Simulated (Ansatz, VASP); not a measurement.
Two plane-wave programs on C

```
C
1.0
     1.22792   -2.12681    0.00000
     1.22792    0.70894    3.51908
    -3.68375   -2.12681    0.00000
C
4
Direct
  0.50012 0.16633 0.66627
  0.99989 0.66635 0.16629
  0.49988 0.83368 0.33374
  0.00011 0.33363 0.83370
```

Change from the starting cell: all atoms moved at random, sigma 0.4 Å a component; relaxed back.

Alike in both runs: functional r2SCAN; k mesh 10 × 8 × 6; occupations gaussian, width 0.05 eV; no spin polarisation.

Ansatz relaxed the structure, and its values are those at the end. VASP's run is a single point on that final structure, the one shown.

|  | VASP | Ansatz |
| --- | --- | --- |
| version | VASP 6.6.1 | Ansatz 0.2.0 |
| potentials or method | VASP PAW PBE potentials, release 64 (C), cutoff 660 eV | scalar-relativistic, plane waves, PAW |
| valence electrons in the cell | 16 | 16 |

Ansatz gave:

- gap on the k mesh at the Fermi level (eV): 0.22
- least direct gap on the mesh (eV): 0.25
- pressure (GPa): -21.7
- rms of the force components (eV/Å): 0.004

What did VASP give for the same quantities?

gap on the k mesh at the Fermi level (eV): 0.22; least direct gap on the mesh (eV): 0.25; pressure (GPa): -21.6; rms of the force components (eV/Å): 0.016.

VASP's potentials were made for PBE, not for r2SCAN. With one functional, cell and mesh, what is left measures potentials, basis and numerics. Ansatz's warnings: stress scf threshold loose.
